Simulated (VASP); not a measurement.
## CdSe: single point with PBE

The system is CdSe.

```
CELL_PARAMETERS angstrom
0.00000 3.07027 3.07027
3.07027 0.00000 3.07027
3.07027 3.07027 0.00000
ATOMIC_POSITIONS crystal
Cd 0.00000 0.00000 0.00000
Se 0.75000 0.75000 0.75000
```

| Property | Result |
| --- | --- |
| Program | VASP 6.6.1 |
| Task | single point |
| Functional | PBE |
| Potentials or basis | VASP PAW PBE potentials, release 64 (Cd, Se) |
| Cutoff | 520 eV |
| k mesh | 10 × 10 × 10 |
| Occupations | gaussian, width 0.02 eV |
| Spin | no spin polarisation |

```yaml
Pressure: 1.6 GPa
Band_gap_on_the_k_mesh: 0.55 eV, direct
```

Levels at points of the mesh, in eV from the valence-band top:
```tsv
k point	band 5	band 6	band 7	band 8	band 9	band 10	band 11	band 12	band 13	band 14
(0.00, 0.00, 0.00)	-7.50	-7.50	0.00	0.00	0.00	0.55	5.93	5.93	5.93	9.67
(0.50, 0.00, 0.00)	-7.48	-7.22	-4.22	-0.71	-0.71	2.36	6.44	6.44	7.34	9.97
(0.50, 0.50, 0.00)	-7.44	-7.16	-3.95	-1.76	-1.76	3.19	3.73	8.98	10.05	10.05
```

It took 23 s on 1 thread of Intel(R) Xeon(R) Platinum 8259CL CPU @ 2.50GHz (Skylake/Cascade Lake), on a shared host, peak memory 0.2 GiB.
